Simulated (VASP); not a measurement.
# Mg2CdTe3 (P6_3mc) in VASP: further runs

The runs below take Mg2CdTe3 through single point, relaxation of cell and atoms, with PBE.

All numbers are computed with VASP 6.6.1; they aren't measurements. Logs are shortened: lines on timing, memory, paths and dates and some standing lists are left out, and cuts for length are marked.

**1. The cell of the first run**

It takes space group P6_3mc (No. 186, hexagonal). The conventional cell has a = 4.251 Å, b = 4.251 Å, c = 20.664 Å, α = 90.00°, β = 90.00°, γ = 120.00°. Mg (site symmetry 3m) has 4 Te at 2.59 to 2.60 Å within 3.4 Å. Mg (site symmetry 3m) has 4 Te at 2.59 to 2.60 Å within 3.4 Å. Within 3.4 Å of Cd (site symmetry 3m) lie 4 Te at 2.59 to 2.60 Å. Within 3.4 Å of Te (site symmetry 3m) lie 4 Mg at 2.59 to 2.60 Å. Te (site symmetry 3m) has 3 Mg at 2.59 Å and 1 Cd at 2.60 Å within 3.4 Å. Within 3.4 Å of Te (site symmetry 3m) lie 3 Cd at 2.59 Å and 1 Mg at 2.60 Å.

**2. Single point, PBE**

File INCAR:

```
ALGO     = Normal         # electronic algorithm
EDIFF    = 1E-7           # SCF threshold, eV
ENCUT    = 520            # plane-wave cutoff, eV
GGA      = PE             # functional
ISIF     = 2              # what is computed and relaxed
ISMEAR   = 0              # smearing method
LASPH    = T              # aspherical terms in the spheres
LCHARG   = F              # write CHGCAR
LREAL    = F              # projectors in reciprocal space
LWAVE    = F              # write WAVECAR
NBANDS   = 46             # bands
NELM     = 80             # most SCF steps
PREC     = Accurate       # precision mode
SIGMA    = 0.1            # smearing width, eV
```

File KPOINTS:

```
k-points
0
Gamma
  6 6 1
```

File POSCAR:

```
Mg2CdTe3
1.0
    4.2509734300      0.0000000000      0.0000000000
   -2.1254867200      3.6814509900      0.0000000000
    0.0000000000      0.0000000000     20.6643919400
Mg Cd Te
4 2 6
Direct
    0.3333333300      0.6666666700      0.6653303900
    0.3333333300      0.6666666700      0.9986637200
    0.6666666700      0.3333333300      0.1653303900
    0.6666666700      0.3333333300      0.4986637200
    0.3333333300      0.6666666700      0.3319970600
    0.6666666700      0.3333333300      0.8319970600
    0.3333333300      0.6666666700      0.1246696100
    0.3333333300      0.6666666700      0.4580029400
    0.3333333300      0.6666666700      0.7913362800
    0.6666666700      0.3333333300      0.2913362800
    0.6666666700      0.3333333300      0.6246696100
    0.6666666700      0.3333333300      0.9580029400
```

Potentials or basis: VASP PAW PBE potentials, release 64 (Mg, Cd, Te).

Started as:

```sh
cat potpaw_PBE.64/Mg/POTCAR potpaw_PBE.64/Cd/POTCAR potpaw_PBE.64/Te/POTCAR > POTCAR
mpirun -np 1 vasp_std > vasp.out
```

OUTCAR:

```text
EDIFF = 1E-7
   ENCUT = 520
   GGA = PE
   ISIF = 2
   ISMEAR = 0
   LASPH = T
   LREAL = F
   NELM = 80
   PREC = Accurate

 ion  position               nearest neighbor table
   1  0.333  0.667  0.665-  11 2.59  11 2.59  11 2.59   9 2.60
   2  0.333  0.667  0.999-  12 2.59  12 2.59  12 2.59   7 2.60
   3  0.667  0.333  0.165-   7 2.59   7 2.59   7 2.59  10 2.60
   4  0.667  0.333  0.499-   8 2.59   8 2.59   8 2.59  11 2.60
   5  0.333  0.667  0.332-  10 2.59  10 2.59  10 2.59   8 2.60
   6  0.667  0.333  0.832-   9 2.59   9 2.59   9 2.59  12 2.60
   7  0.333  0.667  0.125-   3 2.59   3 2.59   3 2.59   2 2.60
   8  0.333  0.667  0.458-   4 2.59   4 2.59   4 2.59   5 2.60
   9  0.333  0.667  0.791-   6 2.59   6 2.59   6 2.59   1 2.60
  10  0.667  0.333  0.291-   5 2.59   5 2.59   5 2.59   3 2.60
  11  0.667  0.333  0.625-   1 2.59   1 2.59   1 2.59   4 2.60
  12  0.667  0.333  0.958-   2 2.59   2 2.59   2 2.59   6 2.60

  LATTYP: Found a hexagonal cell.
 ALAT       =     4.2509734300
 C/A-ratio  =     4.8610964713

  Lattice vectors:

 A1 = (   4.2509734300,   0.0000000000,   0.0000000000)
 A2 = (  -2.1254867200,   3.6814509900,   0.0000000000)
 A3 = (   0.0000000000,   0.0000000000,  20.6643919400)

Analysis of symmetry for initial positions (statically):
=====================================================================
 Subroutine PRICEL returns:
 Original cell was already a primitive cell.

 Routine SETGRP: Setting up the symmetry group for a
 hexagonal supercell.

 Subroutine GETGRP returns: Found 12 space group operations
 (whereof  6 operations were pure point group operations)
 out of a pool of 24 trial point group operations.

The static configuration has the point symmetry C_3v.
 The point group associated with its full space group is C_6v.

Analysis of symmetry for dynamics (positions and initial velocities):
=====================================================================
 Subroutine PRICEL returns:
 Original cell was already a primitive cell.

 Routine SETGRP: Setting up the symmetry group for a
 hexagonal supercell.

 Subroutine GETGRP returns: Found 12 space group operations
 (whereof  6 operations were pure point group operations)
 out of a pool of 24 trial point group operations.

The dynamic configuration has the point symmetry C_3v.
 The point group associated with its full space group is C_6v.

 Subroutine INISYM returns: Found 12 space group operations
 (whereof  6 operations are pure point group operations),
 and found     1 'primitive' translations

----------------------------------------------------------------------------------------

                                     Primitive cell

  volume of cell :     323.3926

  direct lattice vectors                    reciprocal lattice vectors
     4.250973430  0.000000000  0.000000000     0.235240238  0.135816015  0.000000000
    -2.125486720  3.681450990  0.000000000     0.000000000  0.271632028  0.000000000
     0.000000000  0.000000000 20.664391940     0.000000000  0.000000000  0.048392423

  length of vectors
     4.250973430  4.250973440 20.664391940     0.271632029  0.271632028  0.048392423

  position of ions in fractional coordinates (direct lattice)
     0.333333330  0.666666670  0.665330390
     0.333333330  0.666666670  0.998663720
     0.666666670  0.333333330  0.165330390
     0.666666670  0.333333330  0.498663720
     0.333333330  0.666666670  0.331997060
     0.666666670  0.333333330  0.831997060
     0.333333330  0.666666670  0.124669610
     0.333333330  0.666666670  0.458002940
     0.333333330  0.666666670  0.791336280
     0.666666670  0.333333330  0.291336280
     0.666666670  0.333333330  0.624669610
     0.666666670  0.333333330  0.958002940

  ion indices of the primitive-cell ions
   primitive index   ion index
                 1           1
                 2           2
                 3           3
                 4           4
                 5           5
                 6           6
                 7           7
                 8           8
                 9           9
                10          10
                11          11
                12          12

----------------------------------------------------------------------------------------

 KPOINTS: k-points

Automatic generation of k-mesh.
 Grid dimensions read from file:
 generate k-points for:    6    6    1

 Generating k-lattice:

  Cartesian coordinates                     Fractional coordinates (reciprocal lattice)
     0.039206706  0.022636002  0.000000000     0.166666667  0.000000000  0.000000000
     0.000000000  0.045272005  0.000000000     0.000000000  0.166666667  0.000000000
     0.000000000  0.000000000  0.048392423     0.000000000  0.000000000  1.000000000

  Length of vectors
     0.045272005  0.045272005  0.048392423

  Shift w.r.t. Gamma in fractional coordinates (k-lattice)
     0.000000000  0.000000000  0.000000000

 Subroutine IBZKPT returns following result:
 ===========================================

 Found      7 irreducible k-points:

 Following reciprocal coordinates:
            Coordinates               Weight
  0.000000  0.000000  0.000000      1.000000
  0.166667 -0.000000  0.000000      6.000000
  0.333333 -0.000000  0.000000      6.000000
  0.500000 -0.000000  0.000000      3.000000
  0.166667  0.166667  0.000000      6.000000
  0.333333  0.166667  0.000000     12.000000
  0.333333  0.333333  0.000000      2.000000
   k-points           NKPTS =      7   k-points in BZ     NKDIM =      7   number of bands    NBANDS=     46
   number of dos      NEDOS =    301   number of ions     NIONS =     12
   total plane-waves  NPLWV = 163840
   dimension x,y,z NGX =    32 NGY =   32 NGZ =  160
   dimension x,y,z NGXF=    64 NGYF=   64 NGZF=  320
   ions per type =               4   2   6
   NGX,Y,Z   is equivalent  to a cutoff of  12.51, 12.51, 12.87 a.u.
   NGXF,Y,Z  is equivalent  to a cutoff of  25.03, 25.03, 25.74 a.u.
 SYSTEM =  unknown system
   PREC   = accura    normal or accurate (medium, high low for compatibility)
   ISTART =      0    job   : 0-new  1-cont  2-samecut
   ICHARG =      2    charge: 1-file 2-atom 10-const
   ISPIN  =      1    spin polarized calculation?
   LNONCOLLINEAR =      F non collinear calculations
   LSORBIT =      F    spin-orbit coupling
   LASPH  =      T    aspherical Exc in radial PAW
   ENCUT  =  520.0 eV  38.22 Ry    6.18 a.u.   7.90  7.90 38.42*2*pi/ulx,y,z
   NELM   =     80;   NELMIN=  2; NELMDL= -5     # of ELM steps
   EDIFF  = 0.1E-06   stopping-criterion for ELM
   LREAL  =      F    real-space projection
   EDIFFG = 0.1E-05   stopping-criterion for IOM
   NSW    =      0    number of steps for IOM
   IBRION =     -1    ionic relax: 0-MD 1-quasi-New 2-CG
   NFREE  =      0    steps in history (QN), initial steepest desc. (CG)
   ISIF   =      2    stress and relaxation
   ISYM   =      2    0-nonsym 1-usesym 2-fastsym
   POTIM  = 0.5000    time-step for ionic-motion
   TEBEG  =    0.0;   TEEND  =   0.0 temperature during run
   PSTRESS=    0.0 pullay stress
   NELECT =      68.0000    total number of electrons
   NUPDOWN=      -1.0000    fix difference up-down
   EMIN   =  10.00;   EMAX   =-10.00  energy-range for DOS
   EFERMI =   0.00;   METHOD = LEGACY
   ISMEAR =     0;   SIGMA  =   0.10  broadening in eV -4-tet -1-fermi 0-gaus
   EFERMI_NEDOS =   21; number of points for ismear=-14 and -15
   IALGO  =     38    algorithm
   IMIX   =      4    mixing-type and parameters
     AMIX     =   0.40;   BMIX     =  1.00
     AMIX_MAG =   1.60;   BMIX_MAG =  1.00
  volume/ion in A,a.u.               =      26.95       181.86
  Fermi-wavevector in a.u.,A,eV,Ry     =   0.973497  1.839642 12.894183  0.947696
  Thomas-Fermi vector in A             =   2.103881
   LORBIT       =      0    0 simple, 1 ext, 2 COOP (PROOUT), +10 PAW based schemes
   GGA     = PE    functional components
   LHFCALC =     F    Hartree Fock is set to
   AEXX    =    0.0000 exact exchange contribution
   IVDW    =     0    specifies the selected vdW correction
   LEPSILON=     F    determine dielectric tensor
   LRPA    =     F    only Hartree local field effects (RPA)
 non-spin polarized calculation
 Gauss-broadening in eV      SIGMA  =   0.10
  energy-cutoff  :      520.00
  volume of cell :      323.39
 maximum number of plane-waves:      8742
 NGX is ok and might be reduce to    32
   NGX = 15   NGY = 15   NGZ = 77

 number of electron      68.0000002 magnetization

 Free energy of the ion-electron system (eV)
  ---------------------------------------------------
  ext. energy  EPLUGINS =         0.00000000
  ---------------------------------------------------
  free energy    TOTEN  =       -31.16575782 eV

  energy without entropy =      -31.16575782  energy(sigma->0) =      -31.16575782

 E-fermi :   4.7010     XC(G=0):  -9.0238

 val. band max:        4.2621355174   @ k =   0.0000   0.0000   0.0000
 cond. band min:       6.4571309971   @ k =   0.5000  -0.0000   0.0000
 fundamental gap:      2.1949954797
 Fermi energy:         4.7009614832

 k-point     1 :       0.0000    0.0000    0.0000
  band No.  band energies     occupation
      1      -7.7252      2.00000
      2      -7.6659      2.00000
      3      -7.2894      2.00000
      4      -7.1470      2.00000
      5      -6.7738      2.00000
      6      -6.6965      2.00000
[... 38 lines left out ...]
     45       9.3667      0.00000
     46       9.3667      0.00000

 k-point     2 :       0.1667   -0.0000    0.0000
  band No.  band energies     occupation
      1      -7.5810      2.00000
      2      -7.5350      2.00000
      3      -7.1379      2.00000
      4      -7.0326      2.00000
      5      -6.6451      2.00000
      6      -6.5938      2.00000
[... 237 lines left out ...]
 k-point     7 :       0.3333    0.3333    0.0000
  band No.  band energies     occupation
      1      -7.0828      2.00000
      2      -7.0828      2.00000
      3      -6.4911      2.00000
      4      -6.4911      2.00000
      5      -6.1586      2.00000
      6      -6.1586      2.00000
[... 38 lines left out ...]
     45      10.4736      0.00000
     46      10.5145      0.00000

------------------------ aborting loop because EDIFF is reached ----------------------------------------

  FORCE on cell =-STRESS in cart. coord.  units (eV):
  Direction    XX          YY          ZZ          XY          YZ          ZX
  --------------------------------------------------------------------------------------
  -------------------------------------------------------------------------------------
  Total       33.2889426     33.2889428     33.4072987     -0.0000000      0.0000000      0.0000000
  in kB      164.9227391    164.9227399    165.5091082     -0.0000002      0.0000000      0.0000000
  external PRESSURE =     165.1181957 kB  Pullay stress =       0.0000000 kB

 VOLUME and BASIS-vectors are now :
 -----------------------------------------------------------------------------
  energy-cutoff  :      520.00
  volume of cell :      323.39
      direct lattice vectors                 reciprocal lattice vectors
     4.250973430  0.000000000  0.000000000     0.235240238  0.135816015  0.000000000
    -2.125486720  3.681450990  0.000000000     0.000000000  0.271632028  0.000000000
     0.000000000  0.000000000 20.664391940     0.000000000  0.000000000  0.048392423

 POSITION                                       TOTAL-FORCE (eV/Angst)
 -----------------------------------------------------------------------------------
     -0.00000      2.45430     13.74865         0.000000      0.000000     -0.017254
     -0.00000      2.45430     20.63678         0.000000     -0.000000      0.036304
      2.12549      1.22715      3.41645         0.000000     -0.000000     -0.017254
      2.12549      1.22715     10.30458         0.000000      0.000000      0.036304
     -0.00000      2.45430      6.86052        -0.000000     -0.000000      0.076643
      2.12549      1.22715     17.19271         0.000000     -0.000000      0.076643
     -0.00000      2.45430      2.57622        -0.000000     -0.000000     -0.023683
     -0.00000      2.45430      9.46435        -0.000000      0.000000      0.705988
     -0.00000      2.45430     16.35248        -0.000000     -0.000000     -0.777997
      2.12549      1.22715      6.02029         0.000000     -0.000000     -0.777997
      2.12549      1.22715     12.90842         0.000000     -0.000000     -0.023683
      2.12549      1.22715     19.79655         0.000000     -0.000000      0.705988
 -----------------------------------------------------------------------------------
    total drift:                                0.000003     -0.000002     -0.001084

  FREE ENERGIE OF THE ION-ELECTRON SYSTEM (eV)
  ---------------------------------------------------
  free  energy   TOTEN  =       -31.1657578221 eV

  energy  without entropy=      -31.1657578221  energy(sigma->0) =      -31.16575782
```

Run time: 3.2 min. Hardware: 1 thread of Intel Xeon 6975P-C, shared host; peak memory 0.46 GiB.

What came out:

```
Free energy            : -31.1658 eV
Pressure               : 16.5 GPa
Largest force          : 0.778 eV/Å
Band gap on the k mesh : 2.19 eV, indirect (least direct gap 2.36 eV)
```

Forces on the atoms (eV/Å):
```
Mg   0.000  0.000 -0.017
Mg   0.000  0.000  0.036
Mg   0.000  0.000 -0.017
Mg   0.000  0.000  0.036
Cd   0.000  0.000  0.077
Cd   0.000  0.000  0.077
Te   0.000  0.000 -0.024
Te   0.000  0.000  0.706
Te   0.000  0.000 -0.778
Te   0.000  0.000 -0.778
Te   0.000  0.000 -0.024
Te   0.000  0.000  0.706
```

Caveat: spin-orbit coupling is left out, which moves the levels of the heavy elements.

(Part 1 of 3 ends here.)
